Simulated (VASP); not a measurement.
Input of a VASP 6.6.1 run:

INCAR

```
SYSTEM = MgGe2
PREC     = Accurate       ! precision mode
ENCUT    = 520            ! plane-wave cutoff, eV
EDIFF    = 1E-7           ! SCF threshold, eV
ISMEAR   = 0              ! smearing method
SIGMA    = 0.1            ! smearing width, eV
LREAL    = .FALSE.        ! projectors in reciprocal space
LASPH    = .TRUE.         ! aspherical terms in the spheres
NELM     = 60             ! most SCF steps
ALGO     = Normal         ! electronic algorithm
ISIF     = 2              ! what is computed and relaxed
LWAVE    = .FALSE.        ! write WAVECAR
LCHARG   = .TRUE.         ! write CHGCAR
GGA      = PE             ! functional
LELF     = .TRUE.         ! ELF
LVHAR    = .TRUE.       
NBANDS   = 22             ! bands
```

File KPOINTS:

```
regular mesh
0
G
  4 4 6
  0 0 0
```

File POSCAR:

```
MgGe2
1.0
    4.3223173854      0.0000000000      0.0000000000
    0.0000000000      4.3223173854      0.0000000000
    0.0000000000      0.0000000000      3.4976144245
Mg Ge
1 2
Direct
    0.0000000000      0.0000000000      0.5000000000
    0.0000000000      0.5000000000      0.0000000000
    0.5000000000      0.0000000000      0.0000000000
```

Potentials or basis: VASP PAW PBE potentials, release 64 (Mg, Ge_d).

The run is started by

```sh
$ cat potpaw_PBE.64/Mg/POTCAR potpaw_PBE.64/Ge_d/POTCAR > POTCAR
$ mpirun -np 1 vasp_std > vasp.out
```

Estimate the pressure.

0.0 GPa.

What does it give for the band gap on the k mesh?

Zero (band 15 reaches 7.06 eV, above the bottom of band 16 at 1.69 eV).

Stress tensor (GPa, compression positive):
```
 0.03  0.00  0.00
 0.00  0.03  0.00
 0.00  0.00 -0.08
```

Caveat: the k points lie up to 0.36 Å⁻¹ apart.
